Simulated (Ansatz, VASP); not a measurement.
## AlFe in VASP and in Ansatz

The input INCAR:

```
  PREC = Accurate
  ENCUT = 520
  EDIFF = 1E-6
  ISMEAR = -1
  SIGMA = 0.1
  LREAL = False
  LASPH = True
  NELM = 150
  ALGO = Normal
  ISIF = 2
  LWAVE = False
  LCHARG = False
  ISPIN = 2
  MAGMOM = 0 3
  LORBIT = 11
  LMAXMIX = 4
  GGA = PE
  NBANDS = 16
```

File KPOINTS:

```
Automatic mesh
0
Gamma
  11 11 11
```

The input POSCAR:

```
AlFe
1.0
    2.8095741092      0.0000000000      0.0000000000
    0.0000000000      2.8095741092      0.0000000000
    0.0000000000      0.0000000000      2.8095741092
Al Fe
1 1
Direct
    0.0000000000      0.0000000000      0.0000000000
    0.5000000000      0.5000000000      0.5000000000
```

Input for Ansatz:

```yaml
crystal:
  lattice:
    - [2.8095741092, 0.0, 0.0]
    - [0.0, 2.8095741092, 0.0]
    - [0.0, 0.0, 2.8095741092]
  atoms:
    - { symbol: Al, position: [0.0, 0.0, 0.0] }
    - { symbol: Fe, position: [0.5, 0.5, 0.5], spin: 3.0 }
magnetization:
  spin_polarized: true
kpoints:
  mp_grid: { grid: [11, 11, 11] }
scf:
  occupations: { method: fermi_dirac, width: 0.1 }
  lower_state_search: "off"
hamiltonian:
  xc: pbe
  pseudopotentials: { kind: paw }
output:
  forces: true
  stress: true
  eigenvalues: true
  populations: true
```

Change from the starting cell: volume scaled by 0.9, PAW files.

Alike in both runs: task single point; functional PBE; k mesh 11 × 11 × 11; occupations fermi-dirac, width 0.1 eV; collinear spin.

|  | VASP | Ansatz |
| --- | --- | --- |
| version | VASP 6.6.1 | Ansatz 0.2.0 |
| potentials or method | VASP PAW PBE potentials, release 64 (Al, Fe) | PAW with Ansatz's default frozen-core files, scalar-relativistic |
| plane-wave cutoff (eV) | 520 | 420 |
| valence electrons in the cell | 11 | 19 |

|  | VASP | Ansatz | Ansatz less VASP |
| --- | --- | --- | --- |
| pressure (GPa) | 14.3 | 14.2 | -0.04 |
| net moment per atom (μB) | 0.32 | 0.32 | +0.001 |
| size of the moment on the site where the two differ most (μB) | 0.67 | 0.66 | -0.009 |

Site moments also hang on the region over which each program counts them. The functional is the same, so the differences come from potentials, cutoffs and numerics. VASP's potentials hold 11 valence electrons a cell and Ansatz's 19, so a difference there can come from the potentials and not from the codes.
